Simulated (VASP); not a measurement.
# Si in VASP: a series of runs, part 2 of 3

VASP 6.6.1. Earlier steps stand in the parts before.

## Step 3: Single point, LDA

File INCAR:

```
ALGO     = Normal         # electronic algorithm
EDIFF    = 1E-7           # SCF threshold, eV
ENCUT    = 520            # plane-wave cutoff, eV
GGA      = CA             # functional
ISIF     = 2              # what is computed and relaxed
ISMEAR   = 0              # smearing method
LASPH    = True           # aspherical terms in the spheres
LCHARG   = True           # write CHGCAR
LELF     = True           # ELF
LREAL    = False          # projectors in reciprocal space
LVHAR    = True         
LWAVE    = False          # write WAVECAR
NBANDS   = 11             # bands
NELM     = 80             # most SCF steps
PREC     = Accurate       # precision mode
SIGMA    = 0.01           # smearing width, eV
```

File KPOINTS:

```
k-points
0
Gamma
  8 8 8
```

File POSCAR:

```
Si
1.0
    2.7009789307      2.7009789307      0.0000000000
   -2.7009789307      2.7009789307      0.0000000000
    0.0000000000      2.7009789307      2.7009789307
Si
2
Direct
    0.2500000000      0.7500000000      0.5000000000
    0.0000000000      0.0000000000      0.0000000000
```

Potentials or basis: VASP PAW LDA potentials, release 64 (Si).

Started as:

```console
$ cat potpaw_LDA.64/Si/POTCAR > POTCAR
$ mpirun -np 1 vasp_std > vasp.out
```

OUTCAR:

```text
EDIFF = 1E-7
   ENCUT = 520
   GGA = CA
   ISIF = 2
   ISMEAR = 0
   LASPH = True
   LREAL = False
   NELM = 80
   PREC = Accurate

 ion  position               nearest neighbor table
   1  0.250  0.750  0.500-   2 2.34   2 2.34   2 2.34   2 2.34
   2  0.000  0.000  0.000-   1 2.34   1 2.34   1 2.34   1 2.34

  LATTYP: Found a face centered cubic cell.
 ALAT       =     5.4019578614

  Lattice vectors:

 A1 = (   0.0000000000,   2.7009789307,   2.7009789307)
 A2 = (   2.7009789307,   0.0000000000,   2.7009789307)
 A3 = (   2.7009789307,   2.7009789307,   0.0000000000)

Analysis of symmetry for initial positions (statically):
=====================================================================
 Subroutine PRICEL returns:
 Original cell was already a primitive cell.

 Routine SETGRP: Setting up the symmetry group for a
 face centered cubic supercell.

 Subroutine GETGRP returns: Found 48 space group operations
 (whereof 24 operations were pure point group operations)
 out of a pool of 48 trial point group operations.

The static configuration has the point symmetry T_d .
 The point group associated with its full space group is O_h .

Analysis of symmetry for dynamics (positions and initial velocities):
=====================================================================
 Subroutine PRICEL returns:
 Original cell was already a primitive cell.

 Routine SETGRP: Setting up the symmetry group for a
 face centered cubic supercell.

 Subroutine GETGRP returns: Found 48 space group operations
 (whereof 24 operations were pure point group operations)
 out of a pool of 48 trial point group operations.

The dynamic configuration has the point symmetry T_d .
 The point group associated with its full space group is O_h .

 Subroutine INISYM returns: Found 48 space group operations
 (whereof 24 operations are pure point group operations),
 and found     1 'primitive' translations

----------------------------------------------------------------------------------------

                                     Primitive cell

  volume of cell :      39.4088

  direct lattice vectors                    reciprocal lattice vectors
     2.700978931  2.700978931  0.000000000     0.185118067  0.185118067 -0.185118067
    -2.700978931  2.700978931  0.000000000    -0.185118067  0.185118067 -0.185118067
     0.000000000  2.700978931  2.700978931     0.000000000  0.000000000  0.370236135

  length of vectors
     3.819761035  3.819761035  3.819761035     0.320633898  0.320633898  0.370236135

  position of ions in fractional coordinates (direct lattice)
     0.250000000  0.750000000  0.500000000
     0.000000000  0.000000000  0.000000000

  ion indices of the primitive-cell ions
   primitive index   ion index
                 1           1
                 2           2

----------------------------------------------------------------------------------------

 KPOINTS: k-points

Automatic generation of k-mesh.
 Grid dimensions read from file:
 generate k-points for:    8    8    8

 Generating k-lattice:

  Cartesian coordinates                     Fractional coordinates (reciprocal lattice)
[... 39 lines left out ...]
  0.375000  0.250000  0.125000     48.000000
  0.500000  0.250000  0.125000     24.000000
 [... further k-points ...]
   k-points           NKPTS =     29   k-points in BZ     NKDIM =     29   number of bands    NBANDS=     11
   number of dos      NEDOS =    301   number of ions     NIONS =      2
   total plane-waves  NPLWV =  21952
   dimension x,y,z NGX =    28 NGY =   28 NGZ =   28
   dimension x,y,z NGXF=    56 NGYF=   56 NGZF=   56
   ions per type =               2
   NGX,Y,Z   is equivalent  to a cutoff of  12.19, 12.19, 12.19 a.u.
   NGXF,Y,Z  is equivalent  to a cutoff of  24.37, 24.37, 24.37 a.u.
 SYSTEM =  unknown system
   PREC   = accura    normal or accurate (medium, high low for compatibility)
   ISTART =      0    job   : 0-new  1-cont  2-samecut
   ICHARG =      2    charge: 1-file 2-atom 10-const
   ISPIN  =      1    spin polarized calculation?
   LNONCOLLINEAR =      F non collinear calculations
   LSORBIT =      F    spin-orbit coupling
   LASPH  =      T    aspherical Exc in radial PAW
   ENCUT  =  520.0 eV  38.22 Ry    6.18 a.u.   7.10  7.10  7.10*2*pi/ulx,y,z
   NELM   =     80;   NELMIN=  2; NELMDL= -5     # of ELM steps
   EDIFF  = 0.1E-06   stopping-criterion for ELM
   LREAL  =      F    real-space projection
   EDIFFG = 0.1E-05   stopping-criterion for IOM
   NSW    =      0    number of steps for IOM
   IBRION =     -1    ionic relax: 0-MD 1-quasi-New 2-CG
   NFREE  =      0    steps in history (QN), initial steepest desc. (CG)
   ISIF   =      2    stress and relaxation
   ISYM   =      2    0-nonsym 1-usesym 2-fastsym
   POTIM  = 0.5000    time-step for ionic-motion
   TEBEG  =    0.0;   TEEND  =   0.0 temperature during run
   PSTRESS=    0.0 pullay stress
   NELECT =       8.0000    total number of electrons
   NUPDOWN=      -1.0000    fix difference up-down
   EMIN   =  10.00;   EMAX   =-10.00  energy-range for DOS
   EFERMI =   0.00;   METHOD = LEGACY
   ISMEAR =     0;   SIGMA  =   0.01  broadening in eV -4-tet -1-fermi 0-gaus
   EFERMI_NEDOS =   21; number of points for ismear=-14 and -15
   IALGO  =     38    algorithm
   IMIX   =      4    mixing-type and parameters
     AMIX     =   0.40;   BMIX     =  1.00
     AMIX_MAG =   1.60;   BMIX_MAG =  1.00
  volume/ion in A,a.u.               =      19.70       132.97
  Fermi-wavevector in a.u.,A,eV,Ry     =   0.962144  1.818189 12.595213  0.925722
  Thomas-Fermi vector in A             =   2.091578
   LORBIT       =      0    0 simple, 1 ext, 2 COOP (PROOUT), +10 PAW based schemes
   GGA     = CA    functional components
   LHFCALC =     F    Hartree Fock is set to
   AEXX    =    0.0000 exact exchange contribution
   IVDW    =     0    specifies the selected vdW correction
   LEPSILON=     F    determine dielectric tensor
   LRPA    =     F    only Hartree local field effects (RPA)
 non-spin polarized calculation
 Gauss-broadening in eV      SIGMA  =   0.01
  energy-cutoff  :      520.00
  volume of cell :       39.41
 maximum number of plane-waves:      1072
   NGX = 15   NGY = 15   NGZ = 15

 number of electron       8.0000001 magnetization

 Free energy of the ion-electron system (eV)
  ---------------------------------------------------
  ext. energy  EPLUGINS =         0.00000000
  ---------------------------------------------------
  free energy    TOTEN  =       -11.91556950 eV

  energy without entropy =      -11.91556950  energy(sigma->0) =      -11.91556950

 E-fermi :   5.9957     XC(G=0):  -9.6651

 val. band max:        5.9349164958   @ k =   0.0000   0.0000   0.0000
 cond. band min:       6.4243269257   @ k =  -0.3750   0.3750   0.0000
 fundamental gap:      0.4894104299
 Fermi energy:         5.9957240101

 k-point     1 :       0.0000    0.0000    0.0000
  band No.  band energies     occupation
      1      -6.1321      2.00000
      2       5.9349      2.00000
      3       5.9349      2.00000
      4       5.9349      2.00000
      5       8.4650      0.00000
      6       8.4650      0.00000
      7       8.4650      0.00000
      8       9.3270      0.00000
      9      13.6701      0.00000
     10      13.6701      0.00000
     11      13.6791      0.00000
[... 309 lines left out ...]
 k-point    24 :       0.5000    0.2500    0.1250
  band No.  band energies     occupation
      1      -3.2085      2.00000
      2      -0.9220      2.00000
      3       2.4193      2.00000
      4       3.7331      2.00000
      5       8.9551      0.00000
      6       8.9745      0.00000
      7      11.8273      0.00000
      8      13.0034      0.00000
      9      13.3028      0.00000
     10      16.4682      0.00000
     11      17.6290      0.00000

 [... further k-points ...]

------------------------ aborting loop because EDIFF is reached ----------------------------------------

  FORCE on cell =-STRESS in cart. coord.  units (eV):
  Direction    XX          YY          ZZ          XY          YZ          ZX
  --------------------------------------------------------------------------------------
  -------------------------------------------------------------------------------------
  Total        0.0136022      0.0136022      0.0136022      0.0000000      0.0000000     -0.0000000
  in kB        0.5529993      0.5529993      0.5529993      0.0000000      0.0000000     -0.0000000
  external PRESSURE =       0.5529993 kB  Pullay stress =       0.0000000 kB

 VOLUME and BASIS-vectors are now :
 -----------------------------------------------------------------------------
  energy-cutoff  :      520.00
  volume of cell :       39.41
      direct lattice vectors                 reciprocal lattice vectors
     2.700978931  2.700978931  0.000000000     0.185118067  0.185118067 -0.185118067
    -2.700978931  2.700978931  0.000000000    -0.185118067  0.185118067 -0.185118067
     0.000000000  2.700978931  2.700978931     0.000000000  0.000000000  0.370236135

 POSITION                                       TOTAL-FORCE (eV/Angst)
 -----------------------------------------------------------------------------------
     -1.35049      4.05147      1.35049        -0.000000      0.000000      0.000000
      0.00000      0.00000      0.00000         0.000000     -0.000000      0.000000
 -----------------------------------------------------------------------------------
    total drift:                                0.000000     -0.000000     -0.000000

  FREE ENERGIE OF THE ION-ELECTRON SYSTEM (eV)
  ---------------------------------------------------
  free  energy   TOTEN  =       -11.9155694999 eV

  energy  without entropy=      -11.9155694999  energy(sigma->0) =      -11.91556950
```

Wall time 9.1 s (1 thread of Intel Xeon 6975P-C, shared host); peak memory 0.13 GiB.

Results:

- Free energy: -11.9156 eV
- Pressure: 0.1 GPa
- Band gap on the k mesh: 0.49 eV, indirect (least direct gap 2.53 eV)

## Step 4: Single point, LDA (in-plane strain -0.02, then relaxed in part)

File INCAR:

```
SYSTEM = Si
PREC = Accurate
ENCUT = 520
EDIFF = 1E-6
ISMEAR = 0
SIGMA = 0.01
LREAL = .False.
LASPH = .True.
NELM = 60
ALGO = Normal
ISIF = 2
LWAVE = .False.
LCHARG = .False.
GGA = CA
NBANDS = 11
```

File KPOINTS:

```
Automatic mesh
0
Gamma
  8 8 8
  0 0 0
```

File POSCAR:

```
Si
1.0
    2.6469593521      2.6469593521      0.0000000000
   -2.6469593521      2.6469593521      0.0000000000
    0.0000000000      2.6469593521      2.7439519186
Si
2
Direct
    0.2500000000      0.7500000000      0.5000000000
    0.0000000000      0.0000000000      0.0000000000
```

Started as:

```console
$ cat potpaw_LDA.64/Si/POTCAR > POTCAR
$ mpirun -np 1 vasp_std > vasp.out
```

Wall time 16 s (1 thread of Intel Xeon 6975P-C, shared host); peak memory 0.14 GiB.

Results (log left out):

```
Free energy            : -11.8974 eV
Pressure               : 2.5 GPa
Band gap on the k mesh : 0.25 eV, indirect (least direct gap 2.41 eV)
```

Stress tensor (GPa, compression positive):
```
3.76 0.00 0.00
0.00 3.76 0.00
0.00 0.00 0.06
```

Levels at points of the mesh, in eV from the valence-band top:
| k point | band 2 | band 3 | band 4 | band 5 | band 6 | band 7 |
| --- | --- | --- | --- | --- | --- | --- |
| (0.00, 0.00, 0.00) | -0.27 | 0.00 | 0.00 | 2.41 | 2.41 | 2.54 |
| (0.50, 0.00, 0.00) | -7.27 | -1.50 | -1.14 | 1.43 | 3.10 | 3.33 |
| (0.50, 0.50, 0.00) | -7.96 | -3.14 | -3.14 | 0.34 | 0.34 | 9.99 |
| (0.00, 0.00, 0.50) | -8.19 | -2.86 | -2.86 | 0.63 | 0.63 | 10.27 |

Caveat: the cell differs from its parent crystal (in-plane strain -0.02, then relaxed in part).

[end of part 2 of 3]
